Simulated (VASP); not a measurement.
# I (Cmce) in VASP: single point with PBEsol

Aim: the single point of I with PBEsol.

Program: VASP 6.6.1. These are calculated values, not measurements. Logs are shortened: lines on timing, memory, paths and dates and some standing lists are left out, and cuts for length are marked.

## Step 1: The cell of the first run

It takes space group Cmce (No. 64, orthorhombic). The conventional cell has a = 7.492 Å, b = 4.376 Å, c = 9.648 Å, α = 90.00°, β = 90.00°, γ = 90.00°. Within 3.8 Å of I (site symmetry m) lie 4 I at 2.81 to 3.72 Å.

## Step 2: Single point, PBEsol

File INCAR:

```
PREC = Accurate
ENCUT = 500
EDIFF = 1E-6
ISMEAR = 0
SIGMA = 0.05
LREAL = F
LASPH = T
NELM = 120
ALGO = Normal
ISIF = 2
LWAVE = F
LCHARG = T
GGA = PS
LELF = T
LVHAR = T
NBANDS = 22
GGA_COMPAT = F
```

File KPOINTS:

```
regular mesh
0
Gamma
  12 12 6
```

File POSCAR:

```
I
1.0
    3.7461743158     -2.1882016393      0.0000000000
    3.7461743158      2.1882016393      0.0000000000
    0.0000000000      0.0000000000      9.6479213015
I
4
Direct
    0.8273661759      0.1726338241      0.1228260776
    0.1726338241      0.8273661759      0.8771739224
    0.3273661759      0.6726338241      0.3771739224
    0.6726338241      0.3273661759      0.6228260776
```

Potentials or basis: VASP PAW PBE potentials, release 64 (I).

Launch:

```
$ cat potpaw_PBE.64/I/POTCAR > POTCAR
$ mpirun -np 1 vasp_std > vasp.out
```

OUTCAR:

```text
PREC = Accurate
   ENCUT = 500
   EDIFF = 1E-6
   ISMEAR = 0
   LREAL = F
   LASPH = T
   NELM = 120
   ISIF = 2
   GGA = PS

 ion  position               nearest neighbor table
   1  0.827  0.173  0.123-   2 2.81   3 3.29   3 3.29
   2  0.173  0.827  0.877-   1 2.81   4 3.29   4 3.29
   3  0.327  0.673  0.377-   4 2.81   1 3.29   1 3.29
   4  0.673  0.327  0.623-   3 2.81   2 3.29   2 3.29

  LATTYP: Found a base centered orthorhombic cell.
 ALAT       =     4.3764032786
 B/A-ratio  =     1.7119877111
 C/A-ratio  =     2.2045320523

  Lattice vectors:

 A1 = (  -3.7461743158,  -2.1882016393,   0.0000000000)
 A2 = (   3.7461743158,  -2.1882016393,   0.0000000000)
 A3 = (   0.0000000000,   0.0000000000,   9.6479213015)

Analysis of symmetry for initial positions (statically):
=====================================================================
 Subroutine PRICEL returns:
 Original cell was already a primitive cell.

 Routine SETGRP: Setting up the symmetry group for a
 base centered orthorhombic supercell.

 Subroutine GETGRP returns: Found  8 space group operations
 (whereof  4 operations were pure point group operations)
 out of a pool of  8 trial point group operations.

The static configuration has the point symmetry C_2h.
 The point group associated with its full space group is D_2h.

Analysis of symmetry for dynamics (positions and initial velocities):
=====================================================================
 Subroutine PRICEL returns:
 Original cell was already a primitive cell.

 Routine SETGRP: Setting up the symmetry group for a
 base centered orthorhombic supercell.

 Subroutine GETGRP returns: Found  8 space group operations
 (whereof  4 operations were pure point group operations)
 out of a pool of  8 trial point group operations.

The dynamic configuration has the point symmetry C_2h.
 The point group associated with its full space group is D_2h.

 Subroutine INISYM returns: Found  8 space group operations
 (whereof  4 operations are pure point group operations),
 and found     1 'primitive' translations

----------------------------------------------------------------------------------------

                                     Primitive cell

  volume of cell :     158.1754

  direct lattice vectors                    reciprocal lattice vectors
     3.746174316 -2.188201639  0.000000000     0.133469497 -0.228498138  0.000000000
     3.746174316  2.188201639  0.000000000     0.133469497  0.228498138  0.000000000
     0.000000000  0.000000000  9.647921302     0.000000000  0.000000000  0.103649270

  length of vectors
     4.338438477  4.338438477  9.647921302     0.264623328  0.264623328  0.103649270

  position of ions in fractional coordinates (direct lattice)
     0.827366176  0.172633824  0.122826078
     0.172633824  0.827366176  0.877173922
     0.327366176  0.672633824  0.377173922
     0.672633824  0.327366176  0.622826078

  ion indices of the primitive-cell ions
   primitive index   ion index
                 1           1
                 2           2
                 3           3
                 4           4

----------------------------------------------------------------------------------------

 KPOINTS: regular mesh

Automatic generation of k-mesh.
 Grid dimensions read from file:
 generate k-points for:   12   12    6

 Generating k-lattice:

  Cartesian coordinates                     Fractional coordinates (reciprocal lattice)
     0.011122458 -0.019041511  0.000000000     0.083333333 -0.000000000  0.000000000
     0.011122458  0.019041511  0.000000000    -0.000000000  0.083333333  0.000000000
     0.000000000  0.000000000  0.017274878     0.000000000  0.000000000  0.166666667

  Length of vectors
     0.022051944  0.022051944  0.017274878

  Shift w.r.t. Gamma in fractional coordinates (k-lattice)
     0.000000000  0.000000000  0.000000000

 Subroutine IBZKPT returns following result:
 ===========================================

 Found    172 irreducible k-points:

 Following reciprocal coordinates:
            Coordinates               Weight
  0.000000  0.000000  0.000000      1.000000
  0.083333  0.000000  0.000000      4.000000
  0.166667  0.000000  0.000000      4.000000
  0.250000  0.000000  0.000000      4.000000
  0.333333  0.000000  0.000000      4.000000
  0.416667  0.000000  0.000000      4.000000
[... 16 lines left out ...]
  0.500000  0.166667  0.000000      4.000000
 -0.416667  0.166667  0.000000      4.000000
 [... further k-points ...]
   k-points           NKPTS =    172   k-points in BZ     NKDIM =    172   number of bands    NBANDS=     22
   number of dos      NEDOS =    301   number of ions     NIONS =      4
   total plane-waves  NPLWV =  71680
   dimension x,y,z NGX =    32 NGY =   32 NGZ =   70
   dimension x,y,z NGXF=    64 NGYF=   64 NGZF=  140
   ions per type =               4
   NGX,Y,Z   is equivalent  to a cutoff of  12.26, 12.26, 12.06 a.u.
   NGXF,Y,Z  is equivalent  to a cutoff of  24.52, 24.52, 24.12 a.u.
 SYSTEM =  unknown system
   PREC   = accura    normal or accurate (medium, high low for compatibility)
   ISTART =      0    job   : 0-new  1-cont  2-samecut
   ICHARG =      2    charge: 1-file 2-atom 10-const
   ISPIN  =      1    spin polarized calculation?
   LNONCOLLINEAR =      F non collinear calculations
   LSORBIT =      F    spin-orbit coupling
   LASPH  =      T    aspherical Exc in radial PAW
   ENCUT  =  500.0 eV  36.75 Ry    6.06 a.u.   7.91  7.91 17.59*2*pi/ulx,y,z
   NELM   =    120;   NELMIN=  2; NELMDL= -5     # of ELM steps
   EDIFF  = 0.1E-05   stopping-criterion for ELM
   LREAL  =      F    real-space projection
   EDIFFG = 0.1E-04   stopping-criterion for IOM
   NSW    =      0    number of steps for IOM
   IBRION =     -1    ionic relax: 0-MD 1-quasi-New 2-CG
   NFREE  =      0    steps in history (QN), initial steepest desc. (CG)
   ISIF   =      2    stress and relaxation
   ISYM   =      2    0-nonsym 1-usesym 2-fastsym
   POTIM  = 0.5000    time-step for ionic-motion
   TEBEG  =    0.0;   TEEND  =   0.0 temperature during run
   PSTRESS=    0.0 pullay stress
   NELECT =      28.0000    total number of electrons
   NUPDOWN=      -1.0000    fix difference up-down
   EMIN   =  10.00;   EMAX   =-10.00  energy-range for DOS
   EFERMI =   0.00;   METHOD = LEGACY
   ISMEAR =     0;   SIGMA  =   0.05  broadening in eV -4-tet -1-fermi 0-gaus
   EFERMI_NEDOS =   21; number of points for ismear=-14 and -15
   IALGO  =     38    algorithm
   IMIX   =      4    mixing-type and parameters
     AMIX     =   0.40;   BMIX     =  1.00
     AMIX_MAG =   1.60;   BMIX_MAG =  1.00
  volume/ion in A,a.u.               =      39.54       266.86
  Fermi-wavevector in a.u.,A,eV,Ry     =   0.919209  1.737054 11.496189  0.844946
  Thomas-Fermi vector in A             =   2.044378
   LORBIT       =      0    0 simple, 1 ext, 2 COOP (PROOUT), +10 PAW based schemes
   GGA     = PS    functional components
   LHFCALC =     F    Hartree Fock is set to
   AEXX    =    0.0000 exact exchange contribution
   IVDW    =     0    specifies the selected vdW correction
   LEPSILON=     F    determine dielectric tensor
   LRPA    =     F    only Hartree local field effects (RPA)
 non-spin polarized calculation
 Gauss-broadening in eV      SIGMA  =   0.05
  energy-cutoff  :      500.00
  volume of cell :      158.18
 maximum number of plane-waves:      4042
   NGX = 15   NGY = 15   NGZ = 35

 number of electron      27.9999995 magnetization

 Free energy of the ion-electron system (eV)
  ---------------------------------------------------
  ext. energy  EPLUGINS =         0.00000000
  ---------------------------------------------------
  free energy    TOTEN  =        -7.02267255 eV

  energy without entropy =       -7.02267255  energy(sigma->0) =       -7.02267255

 E-fermi :   3.5638     XC(G=0):  -8.5462

 val. band max:        3.3021357262   @ k =   0.0000   0.0000   0.0000
 cond. band min:       4.1193247301   @ k =   0.5000   0.4167   0.0000
 fundamental gap:      0.8171890040
 Fermi energy:         3.5637606624

 k-point     1 :       0.0000    0.0000    0.0000
  band No.  band energies     occupation
      1     -10.5431      2.00000
      2      -9.6757      2.00000
      3      -8.9971      2.00000
      4      -7.4513      2.00000
      5      -1.5516      2.00000
      6       0.2080      2.00000
[... 14 lines left out ...]
     21      10.3660      0.00000
     22      11.1157      0.00000

 k-point     2 :       0.0833    0.0000    0.0000
  band No.  band energies     occupation
      1     -10.5084      2.00000
      2      -9.6611      2.00000
      3      -8.9711      2.00000
      4      -7.4825      2.00000
      5      -1.5339      2.00000
      6       0.1219      2.00000
[... 14 lines left out ...]
     21      10.4192      0.00000
     22      10.6556      0.00000

 k-point     3 :       0.1667    0.0000    0.0000
  band No.  band energies     occupation
      1     -10.4076      2.00000
      2      -9.6231      2.00000
      3      -8.8963      2.00000
      4      -7.5748      2.00000
      5      -1.5026      2.00000
      6      -0.2122      2.00000
[... 14 lines left out ...]
     21      10.2690      0.00000
     22      10.5190      0.00000

 k-point     4 :       0.2500    0.0000    0.0000
  band No.  band energies     occupation
      1     -10.2510      2.00000
      2      -9.5786      2.00000
      3      -8.7813      2.00000
      4      -7.7219      2.00000
      5      -1.5209      2.00000
      6      -0.7341      2.00000
[... 14 lines left out ...]
     21      10.4686      0.00000
     22      10.9369      0.00000

 k-point     5 :       0.3333    0.0000    0.0000
  band No.  band energies     occupation
      1     -10.0578      2.00000
      2      -9.5552      2.00000
      3      -8.6384      2.00000
      4      -7.9083      2.00000
      5      -1.6266      2.00000
      6      -1.2184      2.00000
[... 14 lines left out ...]
     21      10.6567      0.00000
     22      11.8599      0.00000

 k-point     6 :       0.4167    0.0000    0.0000
  band No.  band energies     occupation
      1      -9.8576      2.00000
      2      -9.5850      2.00000
      3      -8.4777      2.00000
      4      -8.1094      2.00000
      5      -1.7373      2.00000
      6      -1.5652      2.00000
[... 14 lines left out ...]
     21      11.3865      0.00000
     22      11.7349      0.00000

 k-point     7 :       0.5000    0.0000    0.0000
  band No.  band energies     occupation
      1      -9.6887      2.00000
      2      -9.6887      2.00000
      3      -8.3020      2.00000
      4      -8.3020      2.00000
      5      -1.7367      2.00000
      6      -1.7367      2.00000
[... 324 lines left out ...]
      6       0.0118      2.00000
[... 14 lines left out ...]
     21      10.3778      0.00000
     22      10.6973      0.00000

 k-point    21 :       0.3333    0.1667    0.0000
  band No.  band energies     occupation
      1     -10.2838      2.00000
      2      -9.5373      2.00000
      3      -8.7902      2.00000
      4      -7.5587      2.00000
      5      -1.4165      2.00000
      6      -0.3485      2.00000
[... 14 lines left out ...]
     21      10.5142      0.00000
     22      10.7937      0.00000

 k-point    22 :       0.4167    0.1667    0.0000
  band No.  band energies     occupation
      1     -10.1233      2.00000
      2      -9.5043      2.00000
      3      -8.6743      2.00000
      4      -7.7243      2.00000
      5      -1.4748      2.00000
      6      -0.8682      2.00000
[... 14 lines left out ...]
     21      10.5052      0.00000
     22      11.1402      0.00000

 k-point    23 :       0.5000    0.1667    0.0000
  band No.  band energies     occupation
      1      -9.9446      2.00000
      2      -9.5121      2.00000
      3      -8.5437      2.00000
      4      -7.9315      2.00000
      5      -1.6044      2.00000
      6      -1.3134      2.00000
[... 14 lines left out ...]
     21      10.5453      0.00000
     22      11.5255      0.00000

 k-point    24 :      -0.4167    0.1667    0.0000
  band No.  band energies     occupation
      1      -9.7770      2.00000
      2      -9.5853      2.00000
      3      -8.4034      2.00000
      4      -8.1483      2.00000
      5      -1.6950      2.00000
      6      -1.6067      2.00000
[... 14 lines left out ...]
     21      11.3308      0.00000
     22      11.4946      0.00000

 [... further k-points ...]
[... 5 lines left out ...]
  --------------------------------------------------------------------------------------
  -------------------------------------------------------------------------------------
  Total        0.0393203      0.0540281      0.0413319      0.0000000      0.0000000      0.0000000
  in kB        0.3982795      0.5472569      0.4186553      0.0000000      0.0000000      0.0000000
  external PRESSURE =       0.4547306 kB  Pullay stress =       0.0000000 kB

 VOLUME and BASIS-vectors are now :
 -----------------------------------------------------------------------------
  energy-cutoff  :      500.00
  volume of cell :      158.18
      direct lattice vectors                 reciprocal lattice vectors
     3.746174316 -2.188201639  0.000000000     0.133469497 -0.228498138  0.000000000
     3.746174316  2.188201639  0.000000000     0.133469497  0.228498138  0.000000000
     0.000000000  0.000000000  9.647921302     0.000000000  0.000000000  0.103649270

 POSITION                                       TOTAL-FORCE (eV/Angst)
 -----------------------------------------------------------------------------------
      3.74617     -1.43269      1.18502         0.000000      0.000733     -0.006909
      3.74617      1.43269      8.46290         0.000000     -0.000733      0.006909
      3.74617      0.75552      3.63894         0.000000      0.000733      0.006909
      3.74617     -0.75552      6.00898         0.000000     -0.000733     -0.006909
 -----------------------------------------------------------------------------------
    total drift:                               -0.000000     -0.000000      0.000000

  FREE ENERGIE OF THE ION-ELECTRON SYSTEM (eV)
  ---------------------------------------------------
  free  energy   TOTEN  =        -7.0226725506 eV

  energy  without entropy=       -7.0226725506  energy(sigma->0) =       -7.02267255
```

Run time: 4.4 min. Hardware: 1 thread of Intel Xeon Platinum 8488C (Sapphire Rapids), shared host; peak memory 0.54 GiB.

What came out:

```yaml
Free_energy: -7.0227 eV
Pressure: 0.0 GPa
Largest_force: 0.007 eV/Å
Band_gap_on_the_k_mesh: 0.82 eV (least direct gap 1.04 eV)
```

Forces on the atoms (eV/Å):
```
I    0.000  0.001 -0.007
I    0.000 -0.001  0.007
I    0.000  0.001  0.007
I    0.000 -0.001 -0.007
```

Levels at points of the mesh, in eV from the valence-band top:
| k point | band 10 | band 11 | band 12 | band 13 | band 14 | band 15 | band 16 | band 17 | band 18 | band 19 |
| --- | --- | --- | --- | --- | --- | --- | --- | --- | --- | --- |
| (0.00, 0.00, 0.00) | -1.54 | -1.04 | -0.88 | -0.54 | 0.00 | 1.07 | 1.96 | 4.56 | 4.85 | 5.42 |
| (0.50, 0.00, 0.00) | -2.05 | -1.74 | -1.74 | -0.94 | -0.94 | 2.21 | 2.21 | 4.92 | 4.92 | 6.92 |
| (0.50, 0.50, 0.00) | -2.23 | -1.80 | -1.66 | -1.11 | -0.54 | 0.89 | 1.68 | 4.41 | 5.55 | 5.95 |
| (0.00, 0.00, 0.50) | -1.36 | -0.79 | -0.79 | -0.20 | -0.20 | 1.18 | 1.18 | 5.30 | 5.30 | 5.43 |
| (0.50, 0.00, 0.50) | -1.92 | -1.11 | -1.11 | -0.04 | -0.04 | 1.14 | 1.14 | 5.38 | 5.38 | 5.94 |
| (0.50, 0.50, 0.50) | -2.15 | -1.34 | -1.34 | -1.11 | -1.11 | 0.99 | 0.99 | 5.42 | 5.42 | 6.68 |

Caveat: the PAW data sets were made with another functional, which shifts forces and pressure a little; spin-orbit coupling is left out, which moves the levels of the heavy elements.
